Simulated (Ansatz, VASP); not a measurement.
**CdSe: VASP beside Ansatz**

```
Cd Se
1.0
     0.00000    2.97575    3.19371
     2.97575    0.00000    3.19371
     2.97575    2.97575    0.00000
Cd Se
1 1
Direct
  0.00000 0.00000 0.00000
  0.25000 0.25000 0.25000
```

Change from the starting cell: epitaxial_xy strain -3.0%.

Alike in both runs: task single point; functional r2SCAN; k mesh 8 × 8 × 8; no spin polarisation.

|  | VASP | Ansatz |
| --- | --- | --- |
| version | VASP 6.6.1 | Ansatz 0.2.0 |
| potentials or method | VASP PAW PBE potentials, release 64 (Cd, Se) | plane waves, PAW |
| plane-wave cutoff (eV) | 520 | 500 |
| occupations | gaussian, width 0.01 eV | fixed |
| valence electrons in the cell | 18 | 36 |

|  | VASP | Ansatz | Ansatz less VASP |
| --- | --- | --- | --- |
| gap on the k mesh at the Fermi level (eV) | 0.98 | 0.99 | +0.009 |
| pressure (GPa) | 1.2 | 0.9 | -0.26 |
| traceless stress, the component that is largest in VASP (GPa) | -0.90 | -0.91 | -0.010 |

VASP's potentials were made for PBE, not for r2SCAN. VASP's potentials hold 18 valence electrons a cell and Ansatz's 36, so a difference there can come from the potentials and not from the codes.
